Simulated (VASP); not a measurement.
# Al in VASP: further runs

Runs on Al. Level: PBEsol. Tasks: single point.

Everything below comes from runs of VASP 6.6.1. Logs are shortened: lines on timing, memory, paths and dates and some standing lists are left out, and cuts for length are marked.

### Step 1. The cell of the first run

The structure is cubic, space group Fm-3m (No. 225). The conventional cell has a = 4.109 Å, b = 4.109 Å, c = 4.109 Å, α = 90.00°, β = 90.00°, γ = 90.00°. Al (site symmetry m-3m) has 12 Al at 2.91 Å within 3.8 Å.

### Step 2. Single point, PBEsol (strain +0.015 along x and y, +0.015 along z)

File INCAR:

```
ALGO = Normal
EDIFF = 1E-6
ENCUT = 520
GGA = PS
ISIF = 2
ISMEAR = 0
LASPH = T
LCHARG = F
LREAL = F
LWAVE = F
NBANDS = 8
NELM = 80
PREC = Accurate
SIGMA = 0.15
```

File KPOINTS:

```
k-points
0
Gamma
  20 20 20
```

File POSCAR:

```
Al
1.0
    0.0000000000      2.0543397000      2.0543397000
    2.0543397000      0.0000000000      2.0543397000
    2.0543397000      2.0543397000      0.0000000000
Al
1
Direct
    0.0000000000      0.0000000000      0.0000000000
```

Potentials or basis: VASP PAW PBE potentials, release 64 (Al).

Command:

```
$ cat potpaw_PBE.64/Al/POTCAR > POTCAR
$ mpirun -np 1 vasp_std > vasp.out
```

OUTCAR:

```text
EDIFF = 1E-6
   ENCUT = 520
   GGA = PS
   ISIF = 2
   ISMEAR = 0
   LASPH = T
   LREAL = F
   NELM = 80
   PREC = Accurate

 ion  position               nearest neighbor table
   1  0.000  0.000  0.000-

  LATTYP: Found a face centered cubic cell.
 ALAT       =     4.1086794000

  Lattice vectors:

 A1 = (   0.0000000000,   2.0543397000,   2.0543397000)
 A2 = (   2.0543397000,   0.0000000000,   2.0543397000)
 A3 = (   2.0543397000,   2.0543397000,   0.0000000000)

Analysis of symmetry for initial positions (statically):
=====================================================================
 Subroutine PRICEL returns:
 Original cell was already a primitive cell.

 Routine SETGRP: Setting up the symmetry group for a
 face centered cubic supercell.

 Subroutine GETGRP returns: Found 48 space group operations
 (whereof 48 operations were pure point group operations)
 out of a pool of 48 trial point group operations.

The static configuration has the point symmetry O_h .

Analysis of symmetry for dynamics (positions and initial velocities):
=====================================================================
 Subroutine PRICEL returns:
 Original cell was already a primitive cell.

 Routine SETGRP: Setting up the symmetry group for a
 face centered cubic supercell.

 Subroutine GETGRP returns: Found 48 space group operations
 (whereof 48 operations were pure point group operations)
 out of a pool of 48 trial point group operations.

The dynamic configuration has the point symmetry O_h .

 Subroutine INISYM returns: Found 48 space group operations
 (whereof 48 operations are pure point group operations),
 and found     1 'primitive' translations

----------------------------------------------------------------------------------------

                                     Primitive cell

  volume of cell :      17.3399

  direct lattice vectors                    reciprocal lattice vectors
     0.000000000  2.054339700  2.054339700    -0.243387206  0.243387206  0.243387206
     2.054339700  0.000000000  2.054339700     0.243387206 -0.243387206  0.243387206
     2.054339700  2.054339700  0.000000000     0.243387206  0.243387206 -0.243387206

  length of vectors
     2.905275065  2.905275065  2.905275065     0.421559007  0.421559007  0.421559007

  position of ions in fractional coordinates (direct lattice)
     0.000000000  0.000000000  0.000000000

  ion indices of the primitive-cell ions
   primitive index   ion index
                 1           1

----------------------------------------------------------------------------------------

 KPOINTS: k-points

Automatic generation of k-mesh.
 Grid dimensions read from file:
 generate k-points for:   20   20   20

 Generating k-lattice:

  Cartesian coordinates                     Fractional coordinates (reciprocal lattice)
    -0.012169360  0.012169360  0.012169360     0.050000000  0.000000000  0.000000000
     0.012169360 -0.012169360  0.012169360     0.000000000  0.050000000  0.000000000
     0.012169360  0.012169360 -0.012169360     0.000000000  0.000000000  0.050000000

  Length of vectors
     0.021077950  0.021077950  0.021077950

  Shift w.r.t. Gamma in fractional coordinates (k-lattice)
     0.000000000  0.000000000  0.000000000

 Subroutine IBZKPT returns following result:
 ===========================================

 Found    256 irreducible k-points:

 Following reciprocal coordinates:
            Coordinates               Weight
  0.000000  0.000000  0.000000      1.000000
  0.050000  0.000000  0.000000      8.000000
  0.100000  0.000000  0.000000      8.000000
  0.150000  0.000000  0.000000      8.000000
  0.200000  0.000000  0.000000      8.000000
  0.250000  0.000000  0.000000      8.000000
[... 16 lines left out ...]
 -0.400000  0.050000  0.000000     24.000000
 -0.350000  0.050000  0.000000     24.000000
 [... further k-points ...]
   k-points           NKPTS =    256   k-points in BZ     NKDIM =    256   number of bands    NBANDS=      8
   number of dos      NEDOS =    301   number of ions     NIONS =      1
   total plane-waves  NPLWV =  13824
   dimension x,y,z NGX =    24 NGY =   24 NGZ =   24
   dimension x,y,z NGXF=    48 NGYF=   48 NGZF=   48
   ions per type =               1
   NGX,Y,Z   is equivalent  to a cutoff of  13.73, 13.73, 13.73 a.u.
   NGXF,Y,Z  is equivalent  to a cutoff of  27.47, 27.47, 27.47 a.u.
 SYSTEM =  unknown system
   PREC   = accura    normal or accurate (medium, high low for compatibility)
   ISTART =      0    job   : 0-new  1-cont  2-samecut
   ICHARG =      2    charge: 1-file 2-atom 10-const
   ISPIN  =      1    spin polarized calculation?
   LNONCOLLINEAR =      F non collinear calculations
   LSORBIT =      F    spin-orbit coupling
   LASPH  =      T    aspherical Exc in radial PAW
   ENCUT  =  520.0 eV  38.22 Ry    6.18 a.u.   5.40  5.40  5.40*2*pi/ulx,y,z
   NELM   =     80;   NELMIN=  2; NELMDL= -5     # of ELM steps
   EDIFF  = 0.1E-05   stopping-criterion for ELM
   LREAL  =      F    real-space projection
   EDIFFG = 0.1E-04   stopping-criterion for IOM
   NSW    =      0    number of steps for IOM
   IBRION =     -1    ionic relax: 0-MD 1-quasi-New 2-CG
   NFREE  =      0    steps in history (QN), initial steepest desc. (CG)
   ISIF   =      2    stress and relaxation
   ISYM   =      2    0-nonsym 1-usesym 2-fastsym
   POTIM  = 0.5000    time-step for ionic-motion
   TEBEG  =    0.0;   TEEND  =   0.0 temperature during run
   PSTRESS=    0.0 pullay stress
   NELECT =       3.0000    total number of electrons
   NUPDOWN=      -1.0000    fix difference up-down
   EMIN   =  10.00;   EMAX   =-10.00  energy-range for DOS
   EFERMI =   0.00;   METHOD = LEGACY
   ISMEAR =     0;   SIGMA  =   0.15  broadening in eV -4-tet -1-fermi 0-gaus
   EFERMI_NEDOS =   21; number of points for ismear=-14 and -15
   IALGO  =     38    algorithm
   IMIX   =      4    mixing-type and parameters
     AMIX     =   0.40;   BMIX     =  1.00
     AMIX_MAG =   1.60;   BMIX_MAG =  1.00
  volume/ion in A,a.u.               =      17.34       117.02
  Fermi-wavevector in a.u.,A,eV,Ry     =   0.912220  1.723846 11.322028  0.832146
  Thomas-Fermi vector in A             =   2.036591
   LORBIT       =      0    0 simple, 1 ext, 2 COOP (PROOUT), +10 PAW based schemes
   GGA     = PS    functional components
   LHFCALC =     F    Hartree Fock is set to
   AEXX    =    0.0000 exact exchange contribution
   IVDW    =     0    specifies the selected vdW correction
   LEPSILON=     F    determine dielectric tensor
   LRPA    =     F    only Hartree local field effects (RPA)
 non-spin polarized calculation
 Gauss-broadening in eV      SIGMA  =   0.15
  energy-cutoff  :      520.00
  volume of cell :       17.34
 maximum number of plane-waves:       486
 NGX is ok and might be reduce to    24
   NGX = 11   NGY = 11   NGZ = 11

 number of electron       3.0000000 magnetization

 Free energy of the ion-electron system (eV)
  ---------------------------------------------------
  ext. energy  EPLUGINS =         0.00000000
  ---------------------------------------------------
  free energy    TOTEN  =        -4.07571376 eV

  energy without entropy =       -4.07065094  energy(sigma->0) =       -4.07318235

 E-fermi :   7.4750     XC(G=0): -10.0775

 val. band max:        7.4704070357   @ k =  -0.4500   0.3500   0.0000
 cond. band min:       7.4853245982   @ k =  -0.4000   0.4000   0.0000
 fundamental gap:      0.0149175625
 Fermi energy:         7.4749548324

 k-point     1 :       0.0000    0.0000    0.0000
  band No.  band energies     occupation
      1      -3.3491      2.00000
      2      19.7678      0.00000
      3      19.7678      0.00000
      4      19.7678      0.00000
      5      20.8925      0.00000
      6      20.8925      0.00000
      7      20.8925      0.00000
      8      23.5682      0.00000

 k-point     2 :       0.0500    0.0000    0.0000
  band No.  band energies     occupation
      1      -3.2834      2.00000
      2      18.4292      0.00000
      3      19.4574      0.00000
      4      19.4574      0.00000
      5      21.3031      0.00000
      6      21.3031      0.00000
      7      21.5084      0.00000
      8      24.2442      0.00000

 k-point     3 :       0.1000    0.0000    0.0000
  band No.  band energies     occupation
      1      -3.0863      2.00000
      2      16.4948      0.00000
      3      18.9695      0.00000
      4      18.9695      0.00000
      5      21.6793      0.00000
      6      22.0716      0.00000
      7      22.0716      0.00000
      8      25.0591      0.00000

 k-point     4 :       0.1500    0.0000    0.0000
  band No.  band energies     occupation
      1      -2.7585      2.00000
      2      14.5303      0.00000
      3      18.5388      0.00000
      4      18.5388      0.00000
      5      21.5820      0.00000
      6      22.7828      0.00000
      7      22.7828      0.00000
      8      24.2974      0.00000

 k-point     5 :       0.2000    0.0000    0.0000
  band No.  band energies     occupation
      1      -2.3007      2.00000
      2      12.6144      0.00000
      3      18.2034      0.00000
      4      18.2034      0.00000
      5      21.4374      0.00000
      6      22.5346      0.00000
      7      22.5346      0.00000
      8      24.6329      0.00000
[... 177 lines left out ...]
 k-point    22 :      -0.4500    0.0500    0.0000
  band No.  band energies     occupation
      1       2.3282      2.00000
      2       4.0112      2.00000
      3      16.8264      0.00000
      4      17.7822      0.00000
      5      19.1368      0.00000
      6      19.3441      0.00000
      7      22.3525      0.00000
      8      23.2474      0.00000

 k-point    23 :      -0.4000    0.0500    0.0000
  band No.  band energies     occupation
      1       1.2056      2.00000
      2       5.4044      2.00000
      3      16.5746      0.00000
      4      18.2664      0.00000
      5      19.1214      0.00000
      6      19.6553      0.00000
      7      22.0667      0.00000
      8      23.7771      0.00000

 k-point    24 :      -0.3500    0.0500    0.0000
  band No.  band energies     occupation
      1       0.2029      2.00000
      2       6.9087      2.00000
      3      16.4362      0.00000
      4      18.7229      0.00000
      5      19.1467      0.00000
      6      20.2812      0.00000
      7      21.8778      0.00000
      8      24.4134      0.00000

 [... further k-points ...]
[... 5 lines left out ...]
  --------------------------------------------------------------------------------------
  -------------------------------------------------------------------------------------
  Total       -0.5163722     -0.5163722     -0.5163722     -0.0000000      0.0000000      0.0000000
  in kB      -47.7118917    -47.7118917    -47.7118917     -0.0000000      0.0000000      0.0000000
  external PRESSURE =     -47.7118917 kB  Pullay stress =       0.0000000 kB

 VOLUME and BASIS-vectors are now :
 -----------------------------------------------------------------------------
  energy-cutoff  :      520.00
  volume of cell :       17.34
      direct lattice vectors                 reciprocal lattice vectors
     0.000000000  2.054339700  2.054339700    -0.243387206  0.243387206  0.243387206
     2.054339700  0.000000000  2.054339700     0.243387206 -0.243387206  0.243387206
     2.054339700  2.054339700  0.000000000     0.243387206  0.243387206 -0.243387206

 POSITION                                       TOTAL-FORCE (eV/Angst)
 -----------------------------------------------------------------------------------
      0.00000      0.00000      0.00000         0.000000      0.000000      0.000000
 -----------------------------------------------------------------------------------
    total drift:                                0.000000      0.000000     -0.000000

  FREE ENERGIE OF THE ION-ELECTRON SYSTEM (eV)
  ---------------------------------------------------
  free  energy   TOTEN  =        -4.0757137627 eV

  energy  without entropy=       -4.0706509384  energy(sigma->0) =       -4.07318235
```

Run time: 33 s. Hardware: 1 thread of AMD EPYC 7R43 (Zen 3), shared host; peak memory 0.12 GiB.

What came out:

```
Free energy : -4.0757 eV
Pressure    : -4.8 GPa
```

Caveat: the cell differs from its parent crystal (strain +0.015 along x and y, +0.015 along z); the PAW data sets were made with another functional, which shifts forces and pressure a little.

(Continued in part 2 of 2.)
